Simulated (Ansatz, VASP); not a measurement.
**BN in VASP and in Ansatz**

INCAR

```
SYSTEM = BN
PREC = Accurate
ENCUT = 600
EDIFF = 1E-6
ISMEAR = 0
SIGMA = 0.05
LREAL = .FALSE.
LASPH = .TRUE.
NELM = 120
ALGO = Normal
ISIF = 2
LWAVE = .FALSE.
LCHARG = .TRUE.
LELF = .TRUE.
LVHAR = .TRUE.
NBANDS = 11
GGA_COMPAT = .FALSE.
```

Contents of KPOINTS:

```
Automatic mesh
0
G
  8 8 8
  0 0 0
```

File POSCAR:

```
BN
1.0
    0.0000000000      1.7910422060      1.7910422060
    1.7910422060      0.0000000000      1.7910422060
    1.7910422060      1.7910422060      0.0000000000
B N
1 1
Direct
    0.0000000000      0.0000000000      0.0000000000
    0.2500000000      0.2500000000      0.2500000000
```

Input for Ansatz:

```yaml
crystal:
  lattice:
    - [0.0, 1.7910422071, 1.7910422071]
    - [1.7910422071, 0.0, 1.7910422071]
    - [1.7910422071, 1.7910422071, 0.0]
  atoms:
    - { symbol: B, position: [0.0, 0.0, 0.0] }
    - { symbol: "N", position: [0.25, 0.25, 0.25] }
basis:
  ecutwfc: 420
kpoints:
  mp_grid: { grid: [8, 8, 8] }
hamiltonian:
  xc: lda
scf:
  occupations: { method: gaussian, width: 0.05 }
output:
  forces: true
  stress: true
  eigenvalues: true
```

Alike in both runs: task single point; functional LDA; k mesh 8 × 8 × 8; occupations gaussian, width 0.05 eV; no spin polarisation.

```csv
,VASP,Ansatz
version,VASP 6.6.1,Ansatz 0.2.0
potentials or method,"VASP PAW LDA potentials, release 64 (B, N), cutoff 600 eV","scalar-relativistic, plane waves, PAW"
valence electrons in the cell,8,8
```

```tsv
	VASP	Ansatz	Ansatz less VASP
gap on the k mesh at the Fermi level (eV)	4.38	4.39	+0.014
least direct gap on the mesh (eV)	8.81	8.82	+0.010
pressure (GPa)	0.2	-0.5	-0.75
```

LDA's correlation is that of Perdew and Zunger in VASP and of Perdew and Wang (1992) in Ansatz.
